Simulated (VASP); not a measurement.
# LiH (Fm-3m) in VASP: further runs, part 2 of 2

VASP 6.6.1.

**6. Relaxation of cell and atoms, r2SCAN, target pressure -2 GPa, at which the enthalpy is minimised**

This run uses another cell than the first one, of 8.03 Å³/atom, 1.052 times its volume.

POSCAR reads:

```
LiH
1.0
    2.0023268344      2.0023268344      0.0000000000
   -2.0023268344      2.0023268344      0.0000000000
    0.0000000000      2.0023268344      2.0023268344
Li H
1 1
Direct
    0.0000000000      0.0000000000      0.0000000000
    0.5000000000      0.5000000000      0.0000000000
```

INCAR.step1 reads:

```
SYSTEM = LiH
  ALGO = Normal
  EDIFF = 1E-4
  ENCUT = 600
  GGA = PE
  ISMEAR = 0
  LASPH = .TRUE.
  LCHARG = .FALSE.
  LREAL = .FALSE.
  LWAVE = .TRUE.
  NELM = 80
  PREC = Accurate
  SIGMA = 0.01
```

INCAR.step2 reads:

```
SYSTEM = LiH
  ALGO = Normal
  EDIFF = 1E-6
  EDIFFG = -0.002
  ENCUT = 600
  IBRION = 2
  ISIF = 3
  ISMEAR = 0
  ISTART = 1
  LASPH = .TRUE.
  LCHARG = .FALSE.
  LMIXTAU = .TRUE.
  LREAL = .FALSE.
  LWAVE = .FALSE.
  METAGGA = R2SCAN
  NELM = 80
  NSW = 100
  PREC = Accurate
  PSTRESS = -20.0
  SIGMA = 0.01
```

KPOINTS reads:

```
k-points
0
G
  10 10 10
  0 0 0
```

Potentials or basis: VASP PAW PBE potentials, release 64 (Li_sv, H).

Launch:

```bash
$ cat potpaw_PBE.64/Li_sv/POTCAR potpaw_PBE.64/H/POTCAR > POTCAR
$ cp INCAR.step1 INCAR
$ mpirun -np 1 vasp_std > vasp.out
$ cp INCAR.step2 INCAR
$ mpirun -np 1 vasp_std > vasp.out
```

OUTCAR:

```text
SYSTEM = LiH
   EDIFF = 1E-6
   EDIFFG = -0.002
   ENCUT = 600
   IBRION = 2
   ISIF = 3
   ISMEAR = 0
   ISTART = 1
   LASPH = .TRUE.
   LREAL = .FALSE.
   METAGGA = R2SCAN
   NELM = 80
   NSW = 100
   PREC = Accurate
   PSTRESS = -20.0

 ion  position               nearest neighbor table
   1  0.000  0.000  0.000-
   2  0.500  0.500  0.000-

  LATTYP: Found a face centered cubic cell.
 ALAT       =     4.0046536688

  Lattice vectors:

 A1 = (   0.0000000000,   2.0023268344,   2.0023268344)
 A2 = (   2.0023268344,   0.0000000000,   2.0023268344)
 A3 = (   2.0023268344,   2.0023268344,   0.0000000000)

Analysis of symmetry for initial positions (statically):
=====================================================================
 Subroutine PRICEL returns:
 Original cell was already a primitive cell.

 Routine SETGRP: Setting up the symmetry group for a
 face centered cubic supercell.

 Subroutine GETGRP returns: Found 48 space group operations
 (whereof 48 operations were pure point group operations)
 out of a pool of 48 trial point group operations.

The static configuration has the point symmetry O_h .

Analysis of symmetry for dynamics (positions and initial velocities):
[... 163 lines left out ...]

  FORCE on cell =-STRESS in cart. coord.  units (eV):
  Direction    XX          YY          ZZ          XY          YZ          ZX
  --------------------------------------------------------------------------------------
  -------------------------------------------------------------------------------------
  Total       -0.0317166     -0.0317166     -0.0317166      0.0000000      0.0000000      0.0000000
  in kB       -3.1649168     -3.1649168     -3.1649168      0.0000000      0.0000000      0.0000000
  external PRESSURE =      16.8350832 kB  Pullay stress =     -20.0000000 kB
[... 139 lines left out ...]
--------------------------------------- Ionic step        5  -------------------------------------------

 number of electron       4.0000000 magnetization

 Free energy of the ion-electron system (eV)
  ---------------------------------------------------
  ext. energy  EPLUGINS =         0.00000000
  ---------------------------------------------------
  free energy    TOTEN  =        -6.81383161 eV

  energy without entropy =       -6.81383161  energy(sigma->0) =       -6.81383161

 E-fermi :  -0.3138     XC(G=0):  -8.6544

 val. band max:       -0.4100986602   @ k =   0.5000   0.5000   0.0000
 cond. band min:       3.1970961274   @ k =   0.5000   0.5000   0.0000
 fundamental gap:      3.6071947877
 Fermi energy:        -0.3138010516

 k-point     1 :       0.0000    0.0000    0.0000
  band No.  band energies     occupation
      1     -46.1872      2.00000
      2      -5.6716      2.00000
      3      16.5470      0.00000
      4      18.4390      0.00000
      5      18.4396      0.00000
      6      18.4403      0.00000
[... 199 lines left out ...]
 k-point    24 :       0.4000    0.3000    0.0000
  band No.  band energies     occupation
      1     -46.1414      2.00000
      2      -1.3517      2.00000
      3       4.9558      0.00000
      4       7.8275      0.00000
      5      12.8317      0.00000
      6      16.7130      0.00000

 [... further k-points ...]
[... 5 lines left out ...]
  --------------------------------------------------------------------------------------
  -------------------------------------------------------------------------------------
  Total       -0.2101957     -0.2101957     -0.2101957      0.0000000     -0.0000000      0.0000000
  in kB      -19.9033109    -19.9033109    -19.9033109      0.0000000     -0.0000000      0.0000000
  external PRESSURE =       0.0966891 kB  Pullay stress =     -20.0000000 kB
[... 21 lines left out ...]
  energy  without entropy=       -6.8138316135  energy(sigma->0) =       -6.81383161

  enthalpy is  TOTEN    =        -7.0250484061 eV   P V=       -0.2112167927

 reached required accuracy - stopping structural energy minimisation
```

OUTCAR.step1:

```text
SYSTEM = LiH
   EDIFF = 1E-4
   ENCUT = 600
   GGA = PE
   ISMEAR = 0
   LASPH = .TRUE.
   LREAL = .FALSE.
[... 436 lines left out ...]
      0.00000      0.00000      0.00000        -0.000000     -0.000000      0.000000
      0.00000      2.00233      0.00000         0.000000      0.000000      0.000000
 -----------------------------------------------------------------------------------
    total drift:                                0.000000     -0.000000     -0.000000

  FREE ENERGIE OF THE ION-ELECTRON SYSTEM (eV)
  ---------------------------------------------------
  free  energy   TOTEN  =        -6.1272231224 eV

  energy  without entropy=       -6.1272231224  energy(sigma->0) =       -6.12722312
```

OSZICAR.step1:

```text
N       E                     dE             d eps       ncg     rms          rms(c)
DAV:   1    -0.115004700686E+01   -0.11500E+01   -0.16197E+03   564   0.662E+02
DAV:   2    -0.628644833761E+01   -0.51364E+01   -0.51364E+01   798   0.724E+01
DAV:   3    -0.636916850290E+01   -0.82720E-01   -0.82720E-01   654   0.921E+00
DAV:   4    -0.637062272760E+01   -0.14542E-02   -0.14542E-02   798   0.101E+00
DAV:   5    -0.637063147186E+01   -0.87443E-05   -0.87443E-05   654   0.692E-02    0.288E+00
DAV:   6    -0.618724909835E+01    0.18338E+00   -0.15533E-01   666   0.181E+00    0.145E+00
DAV:   7    -0.612540227953E+01    0.61847E-01   -0.20472E-01   726   0.231E+00    0.221E-01
DAV:   8    -0.612730312950E+01   -0.19008E-02   -0.58977E-03   672   0.683E-01    0.433E-02
DAV:   9    -0.612722312243E+01    0.80007E-04   -0.21634E-04   774   0.886E-02
   1 F= -.61272231E+01 E0= -.61272231E+01  d E =-.107820-175
```

Wall time 3.9 min (1 thread of AMD EPYC 7R13, shared host); peak memory 0.11 GiB.

What came out:

| Item | Value |
| --- | --- |
| Free energy | -6.8138 eV |
| Relaxed volume | 8.46 Å³/atom |
| Relaxed cell | a = 2.882 Å, b = 2.882 Å, c = 2.882 Å, α = 60.00°, β = 60.00°, γ = 90.00° |
| Space group after relaxing (to 0.05 Å) | Fm-3m (No. 225) |
| Energy change on relaxing (the enthalpy is what falls) | +3.1 meV/atom |
| Ionic steps | 5 |
| Pressure after relaxing | -2.0 GPa |
| Band gap on the k mesh | 3.61 eV, direct |

The path:
```
step  energy change (eV)  largest force (eV/Å)  pressure (GPa)  volume (Å³)
   1              0.0000                0.0000           -0.32        16.06
   2              0.0007                0.0000           -0.77        16.25
   3              0.0050                0.0000           -1.73        16.82
   4              0.0070                0.0000           -2.17        16.99
   5              0.0062                0.0000           -1.99        16.92
```

Final structure:
```
Li H
1.0
     2.03763    2.03763    0.00000
    -2.03763    2.03763    0.00000
     0.00000    2.03763    2.03763
Li H
1 1
Direct
  0.00000 0.00000 0.00000
  0.50000 0.50000 0.00000
```

Levels at points of the mesh, in eV from the valence-band top:
```csv
k point,band 1,band 2,band 3,band 4,band 5,band 6
"(0.00, 0.00, 0.00)",-45.78,-5.26,16.96,18.85,18.85,18.85
"(0.50, 0.00, 0.00)",-45.74,-2.50,5.54,14.49,17.66,17.66
"(0.50, 0.50, 0.00)",-45.73,0.00,3.61,11.48,11.48,14.72
```

Caveat: the cutoff is under 1.25 times the usual one of these potentials, so pressure, stress and relaxed cells hold a basis-set (Pulay) error; the cell is relaxed towards a set pressure, so the enthalpy falls and the energy may rise; the PAW data sets were made with another functional, which shifts forces and pressure a little.

**7. The runs side by side**

```tsv
task	cell	k mesh	cutoff (eV)	smearing	gap on the mesh (eV)
single point	a = 2.784 Å, angles 60.0, 60.0, 90.0°, 2 atoms	10 × 10 × 10	520	gaussian 0.01 eV	3.55
single point	a = 2.832 Å, angles 60.0, 60.0, 90.0°, 2 atoms	10 × 10 × 10	520	gaussian 0.01 eV	3.58
single point	a = 2.891 Å, angles 60.0, 60.0, 90.0°, 2 atoms	10 × 10 × 10	520	gaussian 0.01 eV	3.61
single point	a = 2.832 Å, angles 60.0, 60.0, 90.0°, 2 atoms	14 × 14 × 14	520	fermi-dirac 0.05 eV	3.58
relaxation of cell and atoms	relaxed to -2 GPa from a = 2.832 Å, angles 60.0, 60.0, 90.0°, 2 atoms	10 × 10 × 10	600	gaussian 0.01 eV	3.61
```

Alike in all rows: level r2SCAN; potentials or basis VASP PAW PBE potentials, release 64 (Li_sv, H); no spin polarisation.

Caveats: the cutoff is under 1.25 times the usual one of these potentials, so pressure, stress and relaxed cells hold a basis-set (Pulay) error; the PAW data sets were made with another functional, which shifts forces and pressure a little; the cell is relaxed towards a set pressure, so the enthalpy falls and the energy may rise (some runs).

Total energies depend on the potentials used, so only differences within one code and one set of settings carry meaning.
